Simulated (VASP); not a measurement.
# Fe (Fm-3m) in VASP: single point with PBE+D4

Aim: the single point of Fe with PBE+D4.

Program: VASP 6.6.1. These are calculated values, not measurements. Logs are shortened: lines on timing, memory, paths and dates and some standing lists are left out, and cuts for length are marked.

## (1) The cell of the first run

The structure is cubic, space group Fm-3m (No. 225). Conventional cell: a = 3.430 Å, b = 3.430 Å, c = 3.430 Å, α = 90.00°, β = 90.00°, γ = 90.00°. Fe (site symmetry m-3m) has 12 Fe at 2.43 Å within 3.2 Å.

This isn't the form of Fe at room conditions, which is bcc.

## (2) Single point, PBE+D4, collinear spin, ferromagnetic start

Input file INCAR:

```
SYSTEM = Fe
PREC = Accurate
ENCUT = 690
EDIFF = 1E-6
ISMEAR = -1
SIGMA = 0.15
LREAL = .FALSE.
LASPH = .TRUE.
NELM = 200
ALGO = Normal
ISIF = 2
LWAVE = .FALSE.
LCHARG = .TRUE.
ISPIN = 2
MAGMOM = 2.4
LORBIT = 11
LMAXMIX = 4
GGA = PE
IVDW = 13
LELF = .TRUE.
LVHAR = .TRUE.
NBANDS = 18
GGA_COMPAT = .FALSE.
```

Input file KPOINTS:

```
Automatic mesh
0
G
  11 11 11
  0 0 0
```

Input file POSCAR:

```
Fe
1.0
    0.0000000000      1.7150000000      1.7150000000
    1.7150000000      0.0000000000      1.7150000000
    1.7150000000      1.7150000000      0.0000000000
Fe
1
Direct
    0.0000000000      0.0000000000      0.0000000000
```

Potentials or basis: VASP PAW PBE potentials, release 64 (Fe_sv).

Launch:

```
cat potpaw_PBE.64/Fe_sv/POTCAR > POTCAR
mpirun -np 1 vasp_std > vasp.out
```

OUTCAR:

```text
SYSTEM = Fe
   PREC = Accurate
   ENCUT = 690
   EDIFF = 1E-6
   ISMEAR = -1
   LREAL = .FALSE.
   LASPH = .TRUE.
   NELM = 200
   ISIF = 2
   ISPIN = 2
   LORBIT = 11
   GGA = PE
   IVDW = 13

 ion  position               nearest neighbor table
   1  0.000  0.000  0.000-

  LATTYP: Found a face centered cubic cell.
 ALAT       =     3.4300000000

  Lattice vectors:

 A1 = (   0.0000000000,   1.7150000000,   1.7150000000)
 A2 = (   1.7150000000,   0.0000000000,   1.7150000000)
 A3 = (   1.7150000000,   1.7150000000,   0.0000000000)

Analysis of symmetry for initial positions (statically):
=====================================================================
 Subroutine PRICEL returns:
 Original cell was already a primitive cell.

 Routine SETGRP: Setting up the symmetry group for a
 face centered cubic supercell.

 Subroutine GETGRP returns: Found 48 space group operations
 (whereof 48 operations were pure point group operations)
 out of a pool of 48 trial point group operations.

The static configuration has the point symmetry O_h .

Analysis of symmetry for dynamics (positions and initial velocities):
=====================================================================
 Subroutine PRICEL returns:
 Original cell was already a primitive cell.

 Routine SETGRP: Setting up the symmetry group for a
 face centered cubic supercell.

 Subroutine GETGRP returns: Found 48 space group operations
 (whereof 48 operations were pure point group operations)
 out of a pool of 48 trial point group operations.

The dynamic configuration has the point symmetry O_h .

Analysis of structural, dynamic, and magnetic symmetry:
=====================================================================
 Subroutine PRICEL returns:
 Original cell was already a primitive cell.

 Routine SETGRP: Setting up the symmetry group for a
 face centered cubic supercell.

 Subroutine GETGRP returns: Found 48 space group operations
 (whereof 48 operations were pure point group operations)
 out of a pool of 48 trial point group operations.

The overall configuration has the point symmetry O_h .

 Subroutine INISYM returns: Found 48 space group operations
 (whereof 48 operations are pure point group operations),
 and found     1 'primitive' translations

----------------------------------------------------------------------------------------

                                     Primitive cell

  volume of cell :      10.0884

  direct lattice vectors                    reciprocal lattice vectors
     0.000000000  1.715000000  1.715000000    -0.291545190  0.291545190  0.291545190
     1.715000000  0.000000000  1.715000000     0.291545190 -0.291545190  0.291545190
     1.715000000  1.715000000  0.000000000     0.291545190  0.291545190 -0.291545190

  length of vectors
     2.425376259  2.425376259  2.425376259     0.504971081  0.504971081  0.504971081

  position of ions in fractional coordinates (direct lattice)
     0.000000000  0.000000000  0.000000000

  ion indices of the primitive-cell ions
   primitive index   ion index
                 1           1

----------------------------------------------------------------------------------------

 KPOINTS: Automatic mesh

Automatic generation of k-mesh.
 Grid dimensions read from file:
 generate k-points for:   11   11   11

 Generating k-lattice:

  Cartesian coordinates                     Fractional coordinates (reciprocal lattice)
    -0.026504108  0.026504108  0.026504108     0.090909091  0.000000000  0.000000000
     0.026504108 -0.026504108  0.026504108     0.000000000  0.090909091  0.000000000
     0.026504108  0.026504108 -0.026504108     0.000000000  0.000000000  0.090909091

  Length of vectors
     0.045906462  0.045906462  0.045906462

  Shift w.r.t. Gamma in fractional coordinates (k-lattice)
     0.000000000  0.000000000  0.000000000

 Subroutine IBZKPT returns following result:
 ===========================================

 Found     56 irreducible k-points:

 Following reciprocal coordinates:
            Coordinates               Weight
  0.000000  0.000000  0.000000      1.000000
  0.090909  0.000000  0.000000      8.000000
  0.181818  0.000000  0.000000      8.000000
  0.272727  0.000000  0.000000      8.000000
  0.363636  0.000000  0.000000      8.000000
  0.454545  0.000000  0.000000      8.000000
[... 16 lines left out ...]
 -0.272727  0.181818  0.000000     24.000000
 -0.181818  0.181818  0.000000     12.000000
 [... further k-points ...]
   k-points           NKPTS =     56   k-points in BZ     NKDIM =     56   number of bands    NBANDS=     18
   number of dos      NEDOS =    301   number of ions     NIONS =      1
   total plane-waves  NPLWV =  13824
   dimension x,y,z NGX =    24 NGY =   24 NGZ =   24
   dimension x,y,z NGXF=    48 NGYF=   48 NGZF=   48
   ions per type =               1
   NGX,Y,Z   is equivalent  to a cutoff of  16.45, 16.45, 16.45 a.u.
   NGXF,Y,Z  is equivalent  to a cutoff of  32.90, 32.90, 32.90 a.u.
 SYSTEM =  Fe
   PREC   = accura    normal or accurate (medium, high low for compatibility)
   ISTART =      0    job   : 0-new  1-cont  2-samecut
   ICHARG =      2    charge: 1-file 2-atom 10-const
   ISPIN  =      2    spin polarized calculation?
   LNONCOLLINEAR =      F non collinear calculations
   LSORBIT =      F    spin-orbit coupling
   LASPH  =      T    aspherical Exc in radial PAW
   ENCUT  =  690.0 eV  50.71 Ry    7.12 a.u.   5.19  5.19  5.19*2*pi/ulx,y,z
   NELM   =    200;   NELMIN=  2; NELMDL= -5     # of ELM steps
   EDIFF  = 0.1E-05   stopping-criterion for ELM
   LREAL  =      F    real-space projection
   EDIFFG = 0.1E-04   stopping-criterion for IOM
   NSW    =      0    number of steps for IOM
   IBRION =     -1    ionic relax: 0-MD 1-quasi-New 2-CG
   NFREE  =      0    steps in history (QN), initial steepest desc. (CG)
   ISIF   =      2    stress and relaxation
   ISYM   =      2    0-nonsym 1-usesym 2-fastsym
   POTIM  = 0.5000    time-step for ionic-motion
   TEBEG  =    0.0;   TEEND  =   0.0 temperature during run
   PSTRESS=    0.0 pullay stress
   NELECT =      16.0000    total number of electrons
   NUPDOWN=      -1.0000    fix difference up-down
   EMIN   =  10.00;   EMAX   =-10.00  energy-range for DOS
   EFERMI =   0.00;   METHOD = LEGACY
   ISMEAR =    -1;   SIGMA  =   0.15  broadening in eV -4-tet -1-fermi 0-gaus
   EFERMI_NEDOS =   21; number of points for ismear=-14 and -15
   IALGO  =     38    algorithm
   IMIX   =      4    mixing-type and parameters
     AMIX     =   0.40;   BMIX     =  1.00
     AMIX_MAG =   1.60;   BMIX_MAG =  1.00
  volume/ion in A,a.u.               =      10.09        68.08
  Fermi-wavevector in a.u.,A,eV,Ry     =   1.909153  3.607776 49.591394  3.644865
  Thomas-Fermi vector in A             =   2.946282
   LORBIT       =     11    0 simple, 1 ext, 2 COOP (PROOUT), +10 PAW based schemes
   GGA     = PE    functional components
   LHFCALC =     F    Hartree Fock is set to
   AEXX    =    0.0000 exact exchange contribution
   IVDW    =    13    specifies the selected vdW correction
   LEPSILON=     F    determine dielectric tensor
   LRPA    =     F    only Hartree local field effects (RPA)
 spin polarized calculation
  energy-cutoff  :      690.00
  volume of cell :       10.09
 maximum number of plane-waves:       428
 NGX is ok and might be reduce to    24
   NGX = 11   NGY = 11   NGZ = 11

 number of electron      16.0000006 magnetization       0.5558957

 Free energy of the ion-electron system (eV)
  ---------------------------------------------------
  ext. energy  EPLUGINS =         0.00000000
  ---------------------------------------------------
  free energy    TOTEN  =        -8.26624245 eV

  energy without entropy =       -8.14612077  energy(sigma->0) =       -8.20618161

 E-fermi :  14.1201     XC(G=0): -14.5032

 val. band max:       14.0866293471   @ k =   0.2727   0.1818   0.0909
 cond. band min:      14.1217898533   @ k =  -0.1818   0.2727   0.0909
 fundamental gap:      0.0351605062
 Fermi energy:        14.1200735066

 spin component 1

 k-point     1 :       0.0000    0.0000    0.0000
  band No.  band energies     occupation
      1     -73.4292      1.00000
      2     -39.1085      1.00000
      3     -39.1085      1.00000
      4     -39.1085      1.00000
      5       5.0182      1.00000
      6      12.2419      1.00000
[... 10 lines left out ...]
     17      46.4327      0.00000
     18      48.2094      0.00000

 k-point     2 :       0.0909    0.0000    0.0000
  band No.  band energies     occupation
      1     -73.4195      1.00000
      2     -39.1592      1.00000
      3     -39.1151      1.00000
      4     -39.1151      1.00000
      5       5.3708      1.00000
      6      12.1111      1.00000
[... 10 lines left out ...]
     17      46.8711      0.00000
     18      51.3526      0.00000
[... 442 lines left out ...]
 k-point    24 :      -0.1818    0.1818    0.0000
  band No.  band energies     occupation
      1     -73.3477      1.00000
      2     -39.4523      1.00000
      3     -39.2521      1.00000
      4     -39.1503      1.00000
      5       8.2467      1.00000
      6      11.3259      1.00000
[... 10 lines left out ...]
     17      50.2832      0.00000
     18      55.2532      0.00000

 [... further k-points ...]

 spin component 2

 k-point     1 :       0.0000    0.0000    0.0000
  band No.  band energies     occupation
      1     -72.7720      1.00000
      2     -38.4608      1.00000
      3     -38.4608      1.00000
      4     -38.4608      1.00000
      5       5.0859      1.00000
      6      12.5970      0.99996
[... 10 lines left out ...]
     17      46.5604      0.00000
     18      48.0358      0.00000

 k-point     2 :       0.0909    0.0000    0.0000
  band No.  band energies     occupation
      1     -72.7621      1.00000
      2     -38.5128      1.00000
      3     -38.4676      1.00000
      4     -38.4676      1.00000
      5       5.4392      1.00000
      6      12.4591      0.99998
[... 10 lines left out ...]
     17      46.9878      0.00000
     18      51.3185      0.00000
[... 442 lines left out ...]
 k-point    24 :      -0.1818    0.1818    0.0000
  band No.  band energies     occupation
      1     -72.6889      1.00000
      2     -38.8132      1.00000
      3     -38.6078      1.00000
      4     -38.5036      1.00000
      5       8.3415      1.00000
      6      11.6337      1.00000
[... 10 lines left out ...]
     17      50.5821      0.00000
     18      55.4267      0.00000

 [... further k-points ...]

------------------------ aborting loop because EDIFF is reached ----------------------------------------

  DFT-D4 for vdW energy calculation

  Edisp (eV):   -0.39475

  FORCE on cell =-STRESS in cart. coord.  units (eV):
  Direction    XX          YY          ZZ          XY          YZ          ZX
  --------------------------------------------------------------------------------------
  -------------------------------------------------------------------------------------
  Total       0.07296     0.07296     0.07296     0.00000    -0.00000     0.00000
  in kB      11.58713    11.58713    11.58713     0.00000    -0.00000     0.00000
  external pressure =       11.59 kB  Pullay stress =        0.00 kB

 VOLUME and BASIS-vectors are now :
 -----------------------------------------------------------------------------
  energy-cutoff  :      690.00
  volume of cell :       10.09
      direct lattice vectors                 reciprocal lattice vectors
     0.000000000  1.715000000  1.715000000    -0.291545190  0.291545190  0.291545190
     1.715000000  0.000000000  1.715000000     0.291545190 -0.291545190  0.291545190
     1.715000000  1.715000000  0.000000000     0.291545190  0.291545190 -0.291545190

 POSITION                                       TOTAL-FORCE (eV/Angst)
 -----------------------------------------------------------------------------------
      0.00000      0.00000      0.00000        -0.000000      0.000000      0.000000
 -----------------------------------------------------------------------------------
    total drift:                               -0.000000      0.000000     -0.000000

  FREE ENERGIE OF THE ION-ELECTRON SYSTEM (eV)
  ---------------------------------------------------
  free  energy   TOTEN  =        -8.6609952023 eV

  energy  without entropy=       -8.5408735228  energy(sigma->0) =       -8.60093436

 total charge

# of ion       s       p       d       tot
------------------------------------------
    1        2.209   6.058   5.546  13.813

 magnetization (x)

# of ion       s       p       d       tot
------------------------------------------
    1        0.000  -0.001   0.549   0.549
```

Wall time 47 s (1 thread of Intel Xeon Platinum 8375C at 2.90GHz (Ice Lake), shared host); peak memory 0.16 GiB.

Results:

```yaml
Free_energy: -8.6610 eV
Pressure: 1.2 GPa
Net_moment: 0.56 μB per cell
Site_moments: Fe +0.55 μB
Valence_electrons_inside_the_program's_atomic_spheres: Fe 13.81
Dispersion_energy_per_atom: -0.395 eV
```
